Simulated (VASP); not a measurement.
# CdO (Fm-3m) in VASP: single point with PBEsol

Aim: the single point of CdO with PBEsol.

Everything below comes from runs of VASP 6.6.1. Logs are shortened: lines on timing, memory, paths and dates and some standing lists are left out, and cuts for length are marked.

### Step 1. The cell of the first run

The structure is cubic, space group Fm-3m (No. 225). The conventional cell has a = 4.690 Å, b = 4.690 Å, c = 4.690 Å, α = 90.00°, β = 90.00°, γ = 90.00°. Within 3.1 Å of Cd (site symmetry m-3m) lie 6 O at 2.35 Å. O (site symmetry m-3m) has 6 Cd at 2.35 Å within 3.1 Å.

### Step 2. Single point, PBEsol

File INCAR:

```
SYSTEM = CdO
  PREC = Accurate
  ENCUT = 700
  EDIFF = 1E-6
  ISMEAR = 0
  SIGMA = 0.01
  LREAL = .FALSE.
  LASPH = .TRUE.
  NELM = 120
  ALGO = Normal
  ISIF = 2
  LWAVE = .FALSE.
  LCHARG = .FALSE.
  GGA = PS
  NBANDS = 20
  GGA_COMPAT = .FALSE.
```

File KPOINTS:

```
regular mesh
0
G
  8 8 8
  0 0 0
```

File POSCAR:

```
CdO
1.0
    0.0000000000      2.3451761679      2.3451761679
    2.3451761679      0.0000000000      2.3451761679
    2.3451761679      2.3451761679      0.0000000000
Cd O
1 1
Direct
    0.0000000000      0.0000000000      0.0000000000
    0.5000000000      0.5000000000      0.5000000000
```

Potentials or basis: VASP PAW PBE potentials, release 64 (Cd_sv_GW, O).

On the command line:

```console
> cat potpaw_PBE.64/Cd_sv_GW/POTCAR potpaw_PBE.64/O/POTCAR > POTCAR
> mpirun -np 1 vasp_std > vasp.out
```

OUTCAR:

```text
SYSTEM = CdO
   PREC = Accurate
   ENCUT = 700
   EDIFF = 1E-6
   ISMEAR = 0
   LREAL = .FALSE.
   LASPH = .TRUE.
   NELM = 120
   ISIF = 2
   GGA = PS

 ion  position               nearest neighbor table
   1  0.000  0.000  0.000-
   2  0.500  0.500  0.500-

  LATTYP: Found a face centered cubic cell.
 ALAT       =     4.6903523358

  Lattice vectors:

 A1 = (   0.0000000000,   2.3451761679,   2.3451761679)
 A2 = (   2.3451761679,   0.0000000000,   2.3451761679)
 A3 = (   2.3451761679,   2.3451761679,   0.0000000000)

Analysis of symmetry for initial positions (statically):
=====================================================================
 Subroutine PRICEL returns:
 Original cell was already a primitive cell.

 Routine SETGRP: Setting up the symmetry group for a
 face centered cubic supercell.

 Subroutine GETGRP returns: Found 48 space group operations
 (whereof 48 operations were pure point group operations)
 out of a pool of 48 trial point group operations.

The static configuration has the point symmetry O_h .

Analysis of symmetry for dynamics (positions and initial velocities):
=====================================================================
 Subroutine PRICEL returns:
 Original cell was already a primitive cell.

 Routine SETGRP: Setting up the symmetry group for a
 face centered cubic supercell.

 Subroutine GETGRP returns: Found 48 space group operations
 (whereof 48 operations were pure point group operations)
 out of a pool of 48 trial point group operations.

The dynamic configuration has the point symmetry O_h .

 Subroutine INISYM returns: Found 48 space group operations
 (whereof 48 operations are pure point group operations),
 and found     1 'primitive' translations

----------------------------------------------------------------------------------------

                                     Primitive cell

  volume of cell :      25.7962

  direct lattice vectors                    reciprocal lattice vectors
     0.000000000  2.345176168  2.345176168    -0.213203599  0.213203599  0.213203599
     2.345176168  0.000000000  2.345176168     0.213203599 -0.213203599  0.213203599
     2.345176168  2.345176168  0.000000000     0.213203599  0.213203599 -0.213203599

  length of vectors
     3.316579943  3.316579943  3.316579943     0.369279466  0.369279466  0.369279466

  position of ions in fractional coordinates (direct lattice)
     0.000000000  0.000000000  0.000000000
     0.500000000  0.500000000  0.500000000

  ion indices of the primitive-cell ions
   primitive index   ion index
                 1           1
                 2           2

----------------------------------------------------------------------------------------

 KPOINTS: regular mesh

Automatic generation of k-mesh.
 Grid dimensions read from file:
 generate k-points for:    8    8    8

 Generating k-lattice:

  Cartesian coordinates                     Fractional coordinates (reciprocal lattice)
    -0.026650450  0.026650450  0.026650450     0.125000000  0.000000000  0.000000000
     0.026650450 -0.026650450  0.026650450     0.000000000  0.125000000  0.000000000
     0.026650450  0.026650450 -0.026650450     0.000000000  0.000000000  0.125000000

  Length of vectors
     0.046159933  0.046159933  0.046159933

  Shift w.r.t. Gamma in fractional coordinates (k-lattice)
     0.000000000  0.000000000  0.000000000

 Subroutine IBZKPT returns following result:
 ===========================================

 Found     29 irreducible k-points:

 Following reciprocal coordinates:
            Coordinates               Weight
  0.000000  0.000000  0.000000      1.000000
  0.125000  0.000000  0.000000      8.000000
  0.250000  0.000000  0.000000      8.000000
  0.375000  0.000000  0.000000      8.000000
  0.500000  0.000000  0.000000      4.000000
  0.125000  0.125000  0.000000      6.000000
[... 16 lines left out ...]
  0.500000  0.250000  0.125000     48.000000
 -0.375000  0.250000  0.125000     24.000000
 [... further k-points ...]
   k-points           NKPTS =     29   k-points in BZ     NKDIM =     29   number of bands    NBANDS=     20
   number of dos      NEDOS =    301   number of ions     NIONS =      2
   total plane-waves  NPLWV =  27000
   dimension x,y,z NGX =    30 NGY =   30 NGZ =   30
   dimension x,y,z NGXF=    60 NGYF=   60 NGZF=   60
   ions per type =               1   1
   NGX,Y,Z   is equivalent  to a cutoff of  15.04, 15.04, 15.04 a.u.
   NGXF,Y,Z  is equivalent  to a cutoff of  30.08, 30.08, 30.08 a.u.
 SYSTEM =  CdO
   PREC   = accura    normal or accurate (medium, high low for compatibility)
   ISTART =      0    job   : 0-new  1-cont  2-samecut
   ICHARG =      2    charge: 1-file 2-atom 10-const
   ISPIN  =      1    spin polarized calculation?
   LNONCOLLINEAR =      F non collinear calculations
   LSORBIT =      F    spin-orbit coupling
   LASPH  =      T    aspherical Exc in radial PAW
   ENCUT  =  700.0 eV  51.45 Ry    7.17 a.u.   7.15  7.15  7.15*2*pi/ulx,y,z
   NELM   =    120;   NELMIN=  2; NELMDL= -5     # of ELM steps
   EDIFF  = 0.1E-05   stopping-criterion for ELM
   LREAL  =      F    real-space projection
   EDIFFG = 0.1E-04   stopping-criterion for IOM
   NSW    =      0    number of steps for IOM
   IBRION =     -1    ionic relax: 0-MD 1-quasi-New 2-CG
   NFREE  =      0    steps in history (QN), initial steepest desc. (CG)
   ISIF   =      2    stress and relaxation
   ISYM   =      2    0-nonsym 1-usesym 2-fastsym
   POTIM  = 0.5000    time-step for ionic-motion
   TEBEG  =    0.0;   TEEND  =   0.0 temperature during run
   PSTRESS=    0.0 pullay stress
   NELECT =      26.0000    total number of electrons
   NUPDOWN=      -1.0000    fix difference up-down
   EMIN   =  10.00;   EMAX   =-10.00  energy-range for DOS
   EFERMI =   0.00;   METHOD = LEGACY
   ISMEAR =     0;   SIGMA  =   0.01  broadening in eV -4-tet -1-fermi 0-gaus
   EFERMI_NEDOS =   21; number of points for ismear=-14 and -15
   IALGO  =     38    algorithm
   IMIX   =      4    mixing-type and parameters
     AMIX     =   0.40;   BMIX     =  1.00
     AMIX_MAG =   1.60;   BMIX_MAG =  1.00
  volume/ion in A,a.u.               =      12.90        87.04
  Fermi-wavevector in a.u.,A,eV,Ry     =   1.641398  3.101792 36.656630  2.694186
  Thomas-Fermi vector in A             =   2.731875
   LORBIT       =      0    0 simple, 1 ext, 2 COOP (PROOUT), +10 PAW based schemes
   GGA     = PS    functional components
   LHFCALC =     F    Hartree Fock is set to
   AEXX    =    0.0000 exact exchange contribution
   IVDW    =     0    specifies the selected vdW correction
   LEPSILON=     F    determine dielectric tensor
   LRPA    =     F    only Hartree local field effects (RPA)
 non-spin polarized calculation
 Gauss-broadening in eV      SIGMA  =   0.01
  energy-cutoff  :      700.00
  volume of cell :       25.80
 maximum number of plane-waves:      1106
 NGX is ok and might be reduce to    30
   NGX = 15   NGY = 15   NGZ = 15

 number of electron      25.9999997 magnetization

 Free energy of the ion-electron system (eV)
  ---------------------------------------------------
  ext. energy  EPLUGINS =         0.00000000
  ---------------------------------------------------
  free energy    TOTEN  =        -8.62554478 eV

  energy without entropy =       -8.62549930  energy(sigma->0) =       -8.62552204

 E-fermi :   4.9104     XC(G=0): -12.2234

 val. band max:        4.9022855973   @ k =   0.5000   0.0000   0.0000
 cond. band min:       5.7829140972   @ k =   0.1250   0.0000   0.0000
 fundamental gap:      0.8806284999
 Fermi energy:         4.9104195785

 k-point     1 :       0.0000    0.0000    0.0000
  band No.  band energies     occupation
      1     -95.3941      2.00000
      2     -56.5019      2.00000
      3     -56.5019      2.00000
      4     -56.5019      2.00000
      5     -12.4569      2.00000
      6      -1.7688      2.00000
[... 12 lines left out ...]
     19      23.0709      0.00000
     20      23.0709      0.00000

 k-point     2 :       0.1250    0.0000    0.0000
  band No.  band energies     occupation
      1     -95.3939      2.00000
      2     -56.5045      2.00000
      3     -56.5023      2.00000
      4     -56.5023      2.00000
      5     -12.3465      2.00000
      6      -1.8405      2.00000
[... 12 lines left out ...]
     19      23.4125      0.00000
     20      23.4125      0.00000

 k-point     3 :       0.2500    0.0000    0.0000
  band No.  band energies     occupation
      1     -95.3936      2.00000
      2     -56.5106      2.00000
      3     -56.5033      2.00000
      4     -56.5033      2.00000
      5     -12.0660      2.00000
      6      -2.1264      2.00000
[... 12 lines left out ...]
     19      24.2773      0.00000
     20      24.2773      0.00000

 k-point     4 :       0.3750    0.0000    0.0000
  band No.  band energies     occupation
      1     -95.3932      2.00000
      2     -56.5168      2.00000
      3     -56.5042      2.00000
      4     -56.5042      2.00000
      5     -11.7619      2.00000
      6      -2.5757      2.00000
[... 12 lines left out ...]
     19      25.6075      0.00000
     20      25.6077      0.00000

 k-point     5 :       0.5000    0.0000    0.0000
  band No.  band energies     occupation
      1     -95.3930      2.00000
      2     -56.5193      2.00000
      3     -56.5046      2.00000
      4     -56.5046      2.00000
      5     -11.6276      2.00000
      6      -2.8002      2.00000
[... 12 lines left out ...]
     19      25.4203      0.00000
     20      26.8379      0.00000
[... 353 lines left out ...]
      6      -2.2488      2.00000
[... 12 lines left out ...]
     19      28.0039      0.00000
     20      29.1053      0.00000

 k-point    22 :       0.3750    0.2500    0.1250
  band No.  band energies     occupation
      1     -95.3933      2.00000
      2     -56.5121      2.00000
      3     -56.5066      2.00000
      4     -56.5044      2.00000
      5     -11.9253      2.00000
      6      -2.2546      2.00000
[... 12 lines left out ...]
     19      25.9396      0.00000
     20      26.6487      0.00000

 k-point    23 :       0.5000    0.2500    0.1250
  band No.  band energies     occupation
      1     -95.3930      2.00000
      2     -56.5156      2.00000
      3     -56.5085      2.00000
      4     -56.5055      2.00000
      5     -11.7335      2.00000
      6      -2.3365      2.00000
[... 12 lines left out ...]
     19      25.3053      0.00000
     20      26.7148      0.00000

 k-point    24 :      -0.3750    0.2500    0.1250
  band No.  band energies     occupation
      1     -95.3929      2.00000
      2     -56.5170      2.00000
      3     -56.5091      2.00000
      4     -56.5061      2.00000
      5     -11.6521      2.00000
      6      -2.4166      2.00000
[... 12 lines left out ...]
     19      24.1813      0.00000
     20      27.2887      0.00000

 [... further k-points ...]

------------------------ aborting loop because EDIFF is reached ----------------------------------------

  FORCE on cell =-STRESS in cart. coord.  units (eV):
  Direction    XX          YY          ZZ          XY          YZ          ZX
  --------------------------------------------------------------------------------------
  -------------------------------------------------------------------------------------
  Total       -0.0270644     -0.0270644     -0.0270644      0.0000000      0.0000000     -0.0000000
  in kB       -1.6809386     -1.6809386     -1.6809386      0.0000000      0.0000000     -0.0000000
  external PRESSURE =      -1.6809386 kB  Pullay stress =       0.0000000 kB

 VOLUME and BASIS-vectors are now :
 -----------------------------------------------------------------------------
  energy-cutoff  :      700.00
  volume of cell :       25.80
      direct lattice vectors                 reciprocal lattice vectors
     0.000000000  2.345176168  2.345176168    -0.213203599  0.213203599  0.213203599
     2.345176168  0.000000000  2.345176168     0.213203599 -0.213203599  0.213203599
     2.345176168  2.345176168  0.000000000     0.213203599  0.213203599 -0.213203599

 POSITION                                       TOTAL-FORCE (eV/Angst)
 -----------------------------------------------------------------------------------
      0.00000      0.00000      0.00000        -0.000000     -0.000000     -0.000000
      2.34518      2.34518      2.34518         0.000000      0.000000      0.000000
 -----------------------------------------------------------------------------------
    total drift:                                0.000000      0.000000      0.000000

  FREE ENERGIE OF THE ION-ELECTRON SYSTEM (eV)
  ---------------------------------------------------
  free  energy   TOTEN  =        -8.6255447836 eV

  energy  without entropy=       -8.6254992960  energy(sigma->0) =       -8.62552204
```

Wall time 30 s (1 thread of Intel Xeon Platinum 8259CL at 2.50GHz (Skylake/Cascade Lake), shared host); peak memory 0.19 GiB.

What came out:

- Free energy: -8.6255 eV
- Pressure: -0.2 GPa
- Band gap on the k mesh: zero (bands 13 and 14 overlap by 0.51 eV)

Caveat: semilocal functionals underestimate gaps, and a narrow one can read as zero; the PAW data sets were made with another functional, which shifts forces and pressure a little.

The gap in the log of VASP goes by the Fermi energy; the results here count the filled bands.